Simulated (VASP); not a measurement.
# RbLaSn3 (P4/mmm) in VASP: further runs

RbLaSn3 is run at these levels: PBE; tasks: single point, relaxation of cell and atoms.

All numbers are computed with VASP 6.6.1; they aren't measurements. Logs are shortened: lines on timing, memory, paths and dates and some standing lists are left out, and cuts for length are marked.

## 1. The cell of the first run

Symmetry: P4/mmm, No. 123, tetragonal system. Conventional cell: a = 4.513 Å, b = 4.513 Å, c = 9.087 Å, α = 90.00°, β = 90.00°, γ = 90.00°. Within 4.1 Å of Rb (site symmetry 4/mmm) lie 2 Sn at 3.15 Å and 4 La at 3.19 Å. La (site symmetry 4/mmm) has 4 Rb at 3.19 Å within 4.2 Å. Sn (site symmetry 4mm) has 5 Sn at 2.79 to 3.48 Å and 1 Rb at 3.15 Å within 3.7 Å. Within 4.6 Å of Sn (site symmetry 4/mmm) lie 12 Sn at 3.48 to 4.51 Å and 2 La at 4.54 Å.

The cell was generated, and may not be a known phase.

## 2. Single point, PBE

File INCAR:

```
SYSTEM = RbLaSn3
ALGO = Normal
EDIFF = 1E-7
ENCUT = 520
GGA = PE
ISIF = 2
ISMEAR = 0
LASPH = .True.
LCHARG = .False.
LREAL = .False.
LWAVE = .False.
NBANDS = 39
NELM = 60
PREC = Accurate
SIGMA = 0.2
```

File KPOINTS:

```
k-points
0
Gamma
  4 4 2
  0 0 0
```

File POSCAR:

```
RbLaSn3
1.0
    4.5129050269      0.0000000000      0.0000000000
    0.0000000000      4.5129050269      0.0000000000
    0.0000000000      0.0000000000      9.0869528641
Rb La Sn
1 1 3
Direct
    0.5000000000      0.5000000000      0.5000000000
    0.0000000000      0.0000000000      0.5000000000
    0.5000000000      0.5000000000      0.1536095171
    0.5000000000      0.5000000000      0.8463904829
    0.0000000000      0.0000000000      0.0000000000
```

Potentials or basis: VASP PAW PBE potentials, release 64 (Rb_sv, La, Sn_d).

Run with:

```bash
cat potpaw_PBE.64/Rb_sv/POTCAR potpaw_PBE.64/La/POTCAR potpaw_PBE.64/Sn_d/POTCAR > POTCAR
mpirun -np 1 vasp_std > vasp.out
```

OUTCAR:

```text
SYSTEM = RbLaSn3
   EDIFF = 1E-7
   ENCUT = 520
   GGA = PE
   ISIF = 2
   ISMEAR = 0
   LASPH = .True.
   LREAL = .False.
   NELM = 60
   PREC = Accurate

 ion  position               nearest neighbor table
   1  0.500  0.500  0.500-   3 3.15   4 3.15   2 3.19   2 3.19   2 3.19   2 3.19
   2  0.000  0.000  0.500-   1 3.19   1 3.19   1 3.19   1 3.19
   3  0.500  0.500  0.154-   4 2.79   1 3.15   5 3.48   5 3.48   5 3.48   5 3.48
   4  0.500  0.500  0.846-   3 2.79   1 3.15   5 3.48   5 3.48   5 3.48   5 3.48
   5  0.000  0.000  0.000-   3 3.48   4 3.48   3 3.48   4 3.48   3 3.48   4 3.48   3 3.48   4 3.48

  LATTYP: Found a simple tetragonal cell.
 ALAT       =     4.5129050269
 C/A-ratio  =     2.0135484372

  Lattice vectors:

 A1 = (   4.5129050269,   0.0000000000,   0.0000000000)
 A2 = (   0.0000000000,   4.5129050269,   0.0000000000)
 A3 = (   0.0000000000,   0.0000000000,   9.0869528641)

Analysis of symmetry for initial positions (statically):
=====================================================================
 Subroutine PRICEL returns:
 Original cell was already a primitive cell.

 Routine SETGRP: Setting up the symmetry group for a
 simple tetragonal supercell.

 Subroutine GETGRP returns: Found 16 space group operations
 (whereof 16 operations were pure point group operations)
 out of a pool of 16 trial point group operations.

The static configuration has the point symmetry D_4h.

Analysis of symmetry for dynamics (positions and initial velocities):
=====================================================================
 Subroutine PRICEL returns:
 Original cell was already a primitive cell.

 Routine SETGRP: Setting up the symmetry group for a
 simple tetragonal supercell.

 Subroutine GETGRP returns: Found 16 space group operations
 (whereof 16 operations were pure point group operations)
 out of a pool of 16 trial point group operations.

The dynamic configuration has the point symmetry D_4h.

 Subroutine INISYM returns: Found 16 space group operations
 (whereof 16 operations are pure point group operations),
 and found     1 'primitive' translations

----------------------------------------------------------------------------------------

                                     Primitive cell

  volume of cell :     185.0677

  direct lattice vectors                    reciprocal lattice vectors
     4.512905027  0.000000000  0.000000000     0.221586759  0.000000000  0.000000000
[... 79 lines left out ...]
   EDIFF  = 0.1E-06   stopping-criterion for ELM
   LREAL  =      F    real-space projection
   EDIFFG = 0.1E-05   stopping-criterion for IOM
   NSW    =      0    number of steps for IOM
   IBRION =     -1    ionic relax: 0-MD 1-quasi-New 2-CG
   NFREE  =      0    steps in history (QN), initial steepest desc. (CG)
   ISIF   =      2    stress and relaxation
   ISYM   =      2    0-nonsym 1-usesym 2-fastsym
   POTIM  = 0.5000    time-step for ionic-motion
   TEBEG  =    0.0;   TEEND  =   0.0 temperature during run
   PSTRESS=    0.0 pullay stress
   NELECT =      62.0000    total number of electrons
   NUPDOWN=      -1.0000    fix difference up-down
   EMIN   =  10.00;   EMAX   =-10.00  energy-range for DOS
   EFERMI =   0.00;   METHOD = LEGACY
   ISMEAR =     0;   SIGMA  =   0.20  broadening in eV -4-tet -1-fermi 0-gaus
   EFERMI_NEDOS =   21; number of points for ismear=-14 and -15
   IALGO  =     38    algorithm
   IMIX   =      4    mixing-type and parameters
     AMIX     =   0.40;   BMIX     =  1.00
     AMIX_MAG =   1.60;   BMIX_MAG =  1.00
  volume/ion in A,a.u.               =      37.01       249.78
  Fermi-wavevector in a.u.,A,eV,Ry     =   1.137004  2.148625 17.589301  1.292777
  Thomas-Fermi vector in A             =   2.273709
   LORBIT       =      0    0 simple, 1 ext, 2 COOP (PROOUT), +10 PAW based schemes
   GGA     = PE    functional components
   LHFCALC =     F    Hartree Fock is set to
   AEXX    =    0.0000 exact exchange contribution
   IVDW    =     0    specifies the selected vdW correction
   LEPSILON=     F    determine dielectric tensor
   LRPA    =     F    only Hartree local field effects (RPA)
 non-spin polarized calculation
 Gauss-broadening in eV      SIGMA  =   0.20
  energy-cutoff  :      520.00
  volume of cell :      185.07
 maximum number of plane-waves:      5013
 NGX is ok and might be reduce to    36
   NGX = 17   NGY = 17   NGZ = 33

 number of electron      62.0000015 magnetization

 Free energy of the ion-electron system (eV)
  ---------------------------------------------------
  ext. energy  EPLUGINS =         0.00000000
  ---------------------------------------------------
  free energy    TOTEN  =       -13.77616055 eV

  energy without entropy =      -13.68330601  energy(sigma->0) =      -13.72973328

 E-fermi :   5.0000     XC(G=0):  -8.8729

 val. band max:        4.9896936944   @ k =   0.2500   0.2500   0.5000
 cond. band min:       5.0050075986   @ k =   0.2500   0.2500   0.0000
 fundamental gap:      0.0153139042
 Fermi energy:         5.0000012492

 k-point     1 :       0.0000    0.0000    0.0000
  band No.  band energies     occupation
      1     -28.9910      2.00000
      2     -23.2502      2.00000
      3     -16.4218      2.00000
      4     -16.3631      2.00000
      5     -16.3368      2.00000
      6     -16.3113      2.00000
[... 493 lines left out ...]
     38       5.9172      0.00000
     39       5.9408      0.00000

------------------------ aborting loop because EDIFF is reached ----------------------------------------

  FORCE on cell =-STRESS in cart. coord.  units (eV):
  Direction    XX          YY          ZZ          XY          YZ          ZX
  --------------------------------------------------------------------------------------
  -------------------------------------------------------------------------------------
  Total        0.0520125      0.0520125      0.8185825      0.0000000      0.0000000      0.0000000
  in kB        0.4502853      0.4502853      7.0866728      0.0000000      0.0000000      0.0000000
  external PRESSURE =       2.6624144 kB  Pullay stress =       0.0000000 kB

 VOLUME and BASIS-vectors are now :
 -----------------------------------------------------------------------------
  energy-cutoff  :      520.00
  volume of cell :      185.07
      direct lattice vectors                 reciprocal lattice vectors
     4.512905027  0.000000000  0.000000000     0.221586759  0.000000000  0.000000000
     0.000000000  4.512905027  0.000000000     0.000000000  0.221586759  0.000000000
     0.000000000  0.000000000  9.086952864     0.000000000  0.000000000  0.110047891

 POSITION                                       TOTAL-FORCE (eV/Angst)
 -----------------------------------------------------------------------------------
      2.25645      2.25645      4.54348         0.000000      0.000000      0.000000
      0.00000      0.00000      4.54348         0.000000      0.000000      0.000000
      2.25645      2.25645      1.39584         0.000000      0.000000      0.023011
      2.25645      2.25645      7.69111         0.000000      0.000000     -0.023011
      0.00000      0.00000      0.00000         0.000000      0.000000      0.000000
 -----------------------------------------------------------------------------------
    total drift:                                0.000000      0.000000      0.000000

  FREE ENERGIE OF THE ION-ELECTRON SYSTEM (eV)
  ---------------------------------------------------
  free  energy   TOTEN  =       -13.7761605508 eV

  energy  without entropy=      -13.6833060101  energy(sigma->0) =      -13.72973328
```

OSZICAR:

```text
N       E                     dE             d eps       ncg     rms          rms(c)
DAV:   1     0.646078616449E+03    0.64608E+03   -0.28249E+04   944   0.215E+03
DAV:   2     0.101068527923E+03   -0.54501E+03   -0.51276E+03  1100   0.500E+02
DAV:   3    -0.467148052273E+01   -0.10574E+03   -0.10333E+03  1060   0.217E+02
DAV:   4    -0.135861366781E+02   -0.89147E+01   -0.83809E+01  1467   0.596E+01
[... 18 lines left out ...]
DAV:  23    -0.137761612978E+02    0.50661E-05   -0.84228E-06  1220   0.135E-02    0.463E-03
DAV:  24    -0.137761610469E+02    0.25094E-06   -0.66873E-07  1345   0.306E-03    0.341E-03
DAV:  25    -0.137761607479E+02    0.29898E-06   -0.36279E-07  1121   0.283E-03    0.186E-03
DAV:  26    -0.137761605734E+02    0.17447E-06   -0.27415E-07  1073   0.222E-03    0.563E-04
DAV:  27    -0.137761605508E+02    0.22610E-07   -0.18839E-08   781   0.111E-03
   1 F= -.13776161E+02 E0= -.13729733E+02  d E =-.928545E-01
```

stdout:

```text
POSCAR found type information on POSCAR RbLaSn
 POSCAR found :  3 types and       5 ions
 scaLAPACK will be used
 LDA part: xc-table for (Slater+PW92), standard interpolation
 POSCAR, INCAR and KPOINTS ok, starting setup
 FFT: planning ... GRIDC
 FFT: planning ... GRID_SOFT
 FFT: planning ... GRID
 WAVECAR not read
 entering main loop
```

Run time: 2 min. Hardware: 1 thread of Intel Xeon 6975P-C (Granite Rapids), shared host; peak memory 0.34 GiB.

Results:

| Quantity | Value |
| --- | --- |
| Free energy | -13.7762 eV |
| Pressure | 0.3 GPa |
| Largest force | 0.023 eV/Å |
| Band gap on the k mesh | zero (bands 31 and 32 overlap by 0.87 eV) |

Forces on the atoms (eV/Å):
```
Rb   0.000  0.000  0.000
La   0.000  0.000  0.000
Sn   0.000  0.000  0.023
Sn   0.000  0.000 -0.023
Sn   0.000  0.000  0.000
```

Stress tensor (GPa, compression positive):
```
0.05 0.00 0.00
0.00 0.05 0.00
0.00 0.00 0.71
```

Caveat: spin-orbit coupling is left out, which moves the levels of the heavy elements.

## 3. Relaxation of cell and atoms, PBE

This run uses another cell than the first one, of 33.52 Å³/atom.

File INCAR:

```
SYSTEM = RbLaSn3
PREC = Accurate
ENCUT = 600
EDIFF = 1E-6
ISMEAR = 0
SIGMA = 0.2
LREAL = .False.
LASPH = .True.
NELM = 60
ALGO = Fast
ISIF = 3
LWAVE = .False.
LCHARG = .False.
GGA = PE
IBRION = 2
NSW = 36
EDIFFG = -0.08
```

File KPOINTS:

```
regular mesh
0
Gamma
  4 4 2
  0 0 0
```

File POSCAR:

```
RbLaSn3
1.0
    4.4993968100      0.0000000000      0.0000000000
    0.0000000000      4.4993968100      0.0000000000
    0.0000000000      0.0000000000      8.2784451300
Rb La Sn
1 1 3
Direct
    0.5000000000      0.5000000000      0.5000000000
    0.0000000000      0.0000000000      0.5000000000
    0.5000000000      0.5000000000      0.1826505800
    0.5000000000      0.5000000000      0.8173494200
    0.0000000000      0.0000000000      0.0000000000
```

Potentials or basis: VASP PAW PBE potentials, release 64 (Rb_sv, La, Sn_d).

Run with:

```bash
cat potpaw_PBE.64/Rb_sv/POTCAR potpaw_PBE.64/La/POTCAR potpaw_PBE.64/Sn_d/POTCAR > POTCAR
mpirun -np 1 vasp_std > vasp.out
```

Wall time 23 min (1 thread of Intel Xeon 6975P-C (Granite Rapids), shared host); peak memory 0.39 GiB.

It converged, with:

```yaml
Free_energy: -13.7750 eV
Relaxed_volume: 36.83 Å³/atom
Relaxed_cell: a = 4.490 Å, b = 4.490 Å, c = 9.133 Å, α = 90.00°, β = 90.00°, γ = 90.00°
Space_group_after_relaxing_to_0.1_Å: P4/mmm (No. 123)
Pressure_after_relaxing: 0.2 GPa
Largest_force_after_relaxing: 0.053 eV/Å
Band_gap_on_the_k_mesh: zero (bands 31 and 32 overlap by 0.89 eV)
```

Forces on the atoms (eV/Å):
```
Rb   0.000  0.000  0.000
La   0.000  0.000  0.000
Sn   0.000  0.000 -0.053
Sn   0.000  0.000  0.053
Sn   0.000  0.000  0.000
```

Final structure:
```yaml
crystal:
  lattice:
    - [4.49023, 0.00000, 0.00000]
    - [0.00000, 4.49023, 0.00000]
    - [0.00000, 0.00000, 9.13310]
  atoms:
    - { symbol: Rb, position: [0.50000, 0.50000, 0.50000] }
    - { symbol: La, position: [0.00000, 0.00000, 0.50000] }
    - { symbol: Sn, position: [0.50000, 0.50000, 0.15418] }
    - { symbol: Sn, position: [0.50000, 0.50000, 0.84582] }
    - { symbol: Sn, position: [0.00000, 0.00000, 0.00000] }
```

Levels at points of the mesh, in eV from the Fermi level:
| k point | band 29 | band 30 | band 31 | band 32 | band 33 | band 34 |
| --- | --- | --- | --- | --- | --- | --- |
| (0.00, 0.00, 0.00) | -1.03 | -1.03 | -0.63 | 0.10 | 0.55 | 0.55 |
| (0.50, 0.00, 0.00) | -0.47 | 0.50 | 0.59 | 0.63 | 0.69 | 0.70 |
| (0.50, 0.50, 0.00) | -1.33 | -1.33 | -1.30 | 0.07 | 0.51 | 0.82 |
| (0.00, 0.00, 0.50) | -1.23 | -1.13 | -1.13 | 0.10 | 0.68 | 0.83 |
| (0.50, 0.00, 0.50) | -0.10 | 0.27 | 0.40 | 0.48 | 0.83 | 0.85 |
| (0.50, 0.50, 0.50) | -0.40 | -0.36 | -0.36 | -0.30 | -0.30 | -0.30 |

Caveat: the k points lie up to 0.35 Å⁻¹ apart in the final cell, too coarse for converged energies and pressures of a metal; spin-orbit coupling is left out, which moves the levels of the heavy elements; the relaxation stopped at a loose force limit of 0.08 eV/Å, so its end isn't a converged minimum.

The gap in the log of VASP goes by the Fermi energy; the results here count the filled bands.